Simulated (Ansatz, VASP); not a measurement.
## Two plane-wave programs on GaN

INCAR

```
PREC     = Accurate       # precision mode
ENCUT    = 520            # plane-wave cutoff, eV
EDIFF    = 1E-6           # SCF threshold, eV
ISMEAR   = -1             # smearing method
SIGMA    = 0.05           # smearing width, eV
LREAL    = False          # projectors in reciprocal space
LASPH    = True           # aspherical terms in the spheres
NELM     = 60             # most SCF steps
ALGO     = Normal         # electronic algorithm
ISIF     = 2              # what is computed and relaxed
LWAVE    = False          # write WAVECAR
LCHARG   = False          # write CHGCAR
GGA      = CA             # functional
NBANDS   = 16             # bands
```

KPOINTS

```
regular mesh
0
Gamma
  17 17 17
```

The input POSCAR:

```
GaN
1.0
    0.0000000000      2.0678965050      2.0678965050
    2.0678965050      0.0000000000      2.0678965050
    2.0678965050      2.0678965050      0.0000000000
Ga N
1 1
Direct
    0.0000000000      0.0000000000      0.0000000000
    0.2500000000      0.2500000000      0.2500000000
```

Input for Ansatz:

```yaml
crystal:
  lattice:
    - [0.0, 2.067896505, 2.067896505]
    - [2.067896505, 0.0, 2.067896505]
    - [2.067896505, 2.067896505, 0.0]
  atoms:
    - { symbol: Ga, position: [0.0, 0.0, 0.0] }
    - { symbol: "N", position: [0.25, 0.25, 0.25] }
kpoints:
  mp_grid: { grid: [17, 17, 17] }
scf:
  occupations: { method: fermi_dirac, width: 0.05 }
hamiltonian:
  xc: lda
  pseudopotentials: { kind: paw, source: ansatz }
output:
  forces: true
  stress: true
  eigenvalues: true
  write_density: true
  write_potential: true
  elf: true
  volumetric_format: npy
```

Change from the starting cell: volume scaled by 0.8, PAW files, source ansatz.

Alike in both runs: task single point; functional LDA; k mesh 17 × 17 × 17; occupations fermi-dirac, width 0.05 eV; no spin polarisation.

|  | VASP | Ansatz |
| --- | --- | --- |
| version | VASP 6.6.1 | Ansatz 0.2.0 |
| potentials or method | VASP PAW LDA potentials, release 64 (Ga_d, N) | PAW with other files of Ansatz's library (source ansatz), scalar-relativistic |
| plane-wave cutoff (eV) | 520 | 1020 |
| valence electrons in the cell | 18 | 26 |

Ansatz gave:

* gap on the k mesh at the Fermi level (eV): 3.35
* pressure (GPa): 73.5

Problem. Which values does VASP return?

Solution. gap on the k mesh at the Fermi level (eV): 3.33; pressure (GPa): 75.3.

LDA's correlation is that of Perdew and Zunger in VASP and of Perdew and Wang (1992) in Ansatz. Both programs put the cell under a high pressure, so it lies far from rest at this level. VASP's potentials hold 18 valence electrons a cell and Ansatz's 26, so a difference there can come from the potentials and not from the codes.

Noted on VASP's run: the cell as given lies far from equilibrium.
